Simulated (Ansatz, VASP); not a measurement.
# One calculation of SiW7, two programs

```
Si W
1.0
    -3.15530    3.15530    3.15530
     3.15530   -3.15530    3.15530
     3.15530    3.15530   -3.15530
Si W
1 7
Direct
  0.00000 0.00000 0.00000
  0.00000 0.50000 0.50000
  0.50000 0.50000 0.50000
  0.00000 0.50000 0.00000
  0.50000 0.00000 0.00000
  0.50000 0.00000 0.50000
  0.50000 0.50000 0.00000
  0.00000 0.00000 0.50000
```

Alike in both runs: functional PBE; k mesh 8 × 8 × 8; occupations gaussian, width 0.1 eV; no spin polarisation.

Ansatz relaxed the structure, and its values are those at the end. VASP's run is a single point on that final structure, the one shown.

|  | VASP | Ansatz |
| --- | --- | --- |
| version | VASP 6.6.1 | Ansatz 0.2.0 |
| potentials or method | VASP PAW PBE potentials, release 64 (Si, W_sv), cutoff 520 eV | scalar-relativistic, plane waves, PAW |
| valence electrons in the cell | 102 | 102 |

Ansatz gave:

```
gap on the k mesh at the Fermi level (eV) : none
pressure (GPa)                            : 0.0
```

Which values does VASP return?

gap on the k mesh at the Fermi level (eV): none; pressure (GPa): 0.5.

A gap of «none» marks a metal or a gap that the smearing closes.

Spin-orbit coupling is off throughout.
